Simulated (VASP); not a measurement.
A run of VASP 6.6.1:

Contents of INCAR:

```
SYSTEM = Y
PREC = Accurate
ENCUT = 520
EDIFF = 1E-6
ISMEAR = -1
SIGMA = 0.1
LREAL = .FALSE.
LASPH = .TRUE.
NELM = 80
ALGO = Normal
ISIF = 2
LWAVE = .FALSE.
LCHARG = .TRUE.
GGA = RP
LELF = .TRUE.
LVHAR = .TRUE.
NBANDS = 12
```

Contents of KPOINTS:

```
Automatic mesh
0
G
  11 11 11
  0 0 0
```

POSCAR

```
Y
1.0
    3.3243550648      0.0000000000      0.0000000000
    0.0000000000      3.3243550648      0.0000000000
    0.0000000000      0.0000000000      3.3243550648
Y
1
Direct
    0.0000000000      0.0000000000      0.0000000000
```

Potentials or basis: VASP PAW PBE potentials, release 64 (Y_sv).

Run with:

```console
$ cat potpaw_PBE.64/Y_sv/POTCAR > POTCAR
$ mpirun -np 1 vasp_std > vasp.out
```

Hardware: 1 thread of Intel(R) Xeon(R) 6975P-C (Granite Rapids), on a shared host.

Problem. How long does it take, and how much memory?

Solution. It took 11 s on 1 thread of Intel(R) Xeon(R) 6975P-C (Granite Rapids), with other jobs on the host, peak memory 0.17 GiB. Counts: scf iterations 12, k points 56.
